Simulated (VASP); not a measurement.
A run of VASP 6.6.1:

File POSCAR:

```
Si
1.0
    0.0000000000      2.7490731712      2.7490731712
    2.7490731712      0.0000000000      2.7490731712
    2.7490731712      2.7490731712      0.0000000000
Si
2
Direct
    0.2500000000      0.2500000000      0.2500000000
    0.0000000000      0.0000000000      0.0000000000
```

File INCAR.step1:

```
PREC = Accurate ; ENCUT = 520
ISMEAR = 0 ; SIGMA = 0.01
LREAL = F ; LASPH = T
NELM = 100 ; NBANDS = 11
GGA = PE ; ALGO = Normal
EDIFF = 1E-4 ; LWAVE = T
LCHARG = F
```

INCAR.step2

```
PREC = Accurate ; ENCUT = 520
EDIFF = 1E-6 ; ISMEAR = 0
SIGMA = 0.01 ; LREAL = F
LASPH = T ; NELM = 100
ALGO = Normal ; ISIF = 2
LWAVE = F ; LCHARG = F
METAGGA = R2SCAN ; LMIXTAU = T
NBANDS = 11 ; ISTART = 1
```

File KPOINTS:

```
regular mesh
0
Gamma
  6 6 6
```

Potentials or basis: VASP PAW PBE potentials, release 64 (Si).

The run is started by

```bash
$ cat potpaw_PBE.64/Si/POTCAR > POTCAR
$ cp INCAR.step1 INCAR
$ mpirun -np 1 vasp_std > vasp.out
$ cp INCAR.step2 INCAR
$ mpirun -np 1 vasp_std > vasp.out
```

Hardware: 1 thread of Intel(R) Xeon(R) Platinum 8375C CPU @ 2.90GHz (Ice Lake), on a shared host.

Task: How long does it take, and how much memory?

Result: Run time: 35 s on 1 thread of Intel(R) Xeon(R) Platinum 8375C CPU @ 2.90GHz (Ice Lake), on a shared host, peak memory 0.15 GiB. Counts: k points 16.
